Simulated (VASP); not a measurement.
A run of VASP 6.6.1:

The input INCAR:

```
SYSTEM = Si4C11
ALGO = Normal ; EDIFF = 1E-7
ENCUT = 520 ; GGA = PE
ISIF = 2 ; ISMEAR = -1
ISYM = 0 ; LASPH = .True.
LCHARG = .False. ; LREAL = Auto
LWAVE = .False. ; NBANDS = 43
NELM = 80 ; PREC = Accurate
SIGMA = 0.05
```

Contents of KPOINTS:

```
Automatic mesh
0
Gamma
  1 1 1
  0.25 0.25 0.25
```

POSCAR

```
Si4C11
1.0
    5.5684850000      0.1677970000      0.0711490000
    0.1677970000      5.4749150000     -0.0943290000
    0.0711490000     -0.0943290000      5.5837510000
C Si
11 4
Direct
    0.9402857509      0.9261984462      0.7070454937
    0.2438330686      0.4600786749      0.4016696451
    0.6057304256      0.0858270499      0.1703564263
    0.6345453633      0.6785194193      0.8686719358
    0.8324827566      0.6958661913      0.6674443481
    0.3436593322      0.1004342003      0.1226103814
    0.9421464839      0.1511176453      0.6156284541
    0.7085812346      0.6145599775      0.4266497524
    0.4148903487      0.6360727044      0.7600138453
    0.4413697738      0.5785194658      0.5025116888
    0.1778558406      0.2777683306      0.2211798742
    0.0936682523      0.4291907228      0.6925863509
    0.1737112376      0.8676124167      0.9527023377
    0.7741466621      0.7808658550      0.1546891211
    0.8347556126      0.2835148181      0.3199336149
```

Potentials or basis: VASP PAW PBE potentials, release 64 (C, Si).

Launch:

```console
$ cat potpaw_PBE.64/C/POTCAR potpaw_PBE.64/Si/POTCAR > POTCAR
$ mpirun -np 1 vasp_std > vasp.out
```

Hardware: 1 thread of Intel(R) Xeon(R) 6975P-C (Granite Rapids) (shared host).

Question: How long does it take, and how much memory?

Answer: Wall time 9.7 s on 1 thread of Intel(R) Xeon(R) 6975P-C (Granite Rapids), on a shared host, peak memory 0.25 GiB. Counts: scf iterations 17, k points 1.
